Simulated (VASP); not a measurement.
Write the native input for VASP 6.6.1 that does the following.

* Task: single point
* Functional: PBE
* Potentials or basis: VASP PAW PBE potentials, release 64 (Zr_sv, Pb_d, O)
* Cutoff: 520 eV
* k mesh: 12 × 12 × 4
* Occupations: gaussian, width 0.1 eV
* Spin: no spin polarisation
* Dipole correction: no
* Further INCAR settings: ALGO = Normal; EDIFF = 1e-06; NBANDS = 38

The structure of ZrPb2O3 lies in POSCAR:

```
ZrPb2O3
1.0
    4.0946785720      0.0000000000      0.0000000000
   -2.0473392860      3.5460956636      0.0000000000
    0.0000000000      0.0000000000      9.0990351692
Zr Pb O
1 2 3
Direct
    0.0000000000      0.0000000000      0.0000000000
    0.0000000000      0.0000000000      0.3318266015
    0.0000000000      0.0000000000      0.6681733985
    0.5000000000      0.0000000000      0.5000000000
    0.0000000000      0.5000000000      0.5000000000
    0.5000000000      0.5000000000      0.5000000000
```

The cell was built from a structure type or drawn by symmetry, and may not be a known phase.

The input as run:

INCAR

```
PREC = Accurate
ENCUT = 520
EDIFF = 1E-6
ISMEAR = 0
SIGMA = 0.1
LREAL = F
LASPH = T
NELM = 80
ALGO = Normal
ISIF = 2
LWAVE = F
LCHARG = F
GGA = PE
NBANDS = 38
```

KPOINTS

```
Automatic mesh
0
Gamma
  12 12 4
```

Potentials or basis: VASP PAW PBE potentials, release 64 (Zr_sv, Pb_d, O).

Launch:

```sh
$ cat potpaw_PBE.64/Zr_sv/POTCAR potpaw_PBE.64/Pb_d/POTCAR potpaw_PBE.64/O/POTCAR > POTCAR
$ mpirun -np 1 vasp_std > vasp.out
```

It gave:

```yaml
Pressure: -0.1 GPa
Largest_force: 0.020 eV/Å
Band_gap_on_the_k_mesh: zero (bands 29 and 30 overlap by 1.26 eV)
```

Caveat: spin-orbit coupling is left out, which moves the levels of the heavy elements.

Run time: 9.1 min on 1 thread of Intel Xeon 8259CL, on a shared host, peak memory 0.41 GiB.
